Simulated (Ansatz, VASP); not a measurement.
**Two plane-wave programs on C**

```
C
1.0
     2.45511    0.00000    0.00000
    -1.22756    2.12619    0.00000
     0.00000    0.00000    8.09707
C
8
Direct
  0.98899 0.97799 0.09297
  0.98899 0.97799 0.59297
  0.98899 0.97799 0.40703
  0.98899 0.97799 0.90703
  0.34434 0.68868 0.15553
  0.67767 0.35534 0.65553
  0.34434 0.68868 0.34447
  0.67767 0.35534 0.84447
```

Change from the starting cell: mode 14 frozen in at -0.048 Å, equal normal strain along x, y and z -0.0250.

Alike in both runs: task single point; functional PBE; k mesh 12 × 12 × 4; occupations gaussian, width 0.05 eV; no spin polarisation.

|  | VASP | Ansatz |
| --- | --- | --- |
| version | VASP 6.6.1 | Ansatz 0.2.0 |
| potentials or method | VASP PAW PBE potentials, release 64 (C), cutoff 520 eV | scalar-relativistic, plane waves, PAW |
| valence electrons in the cell | 32 | 32 |

Ansatz gave:

```
gap on the k mesh at the Fermi level (eV)                     : 3.65
least direct gap on the mesh (eV)                             : 4.10
pressure (GPa)                                                : 42.1
traceless stress, the component that is largest in VASP (GPa) : 2.74
rms of the force components (eV/Å)                            : 2.049
```

Question: Which values does VASP return?

Answer: gap on the k mesh at the Fermi level (eV): 3.64; least direct gap on the mesh (eV): 4.09; pressure (GPa): 43.0; traceless stress, the component that is largest in VASP (GPa): 2.73; rms of the force components (eV/Å): 2.062.

Atom by atom the forces differ by 0.013 eV/Å (rms over components). Both programs put the cell under a high pressure, so it lies far from rest at this level.
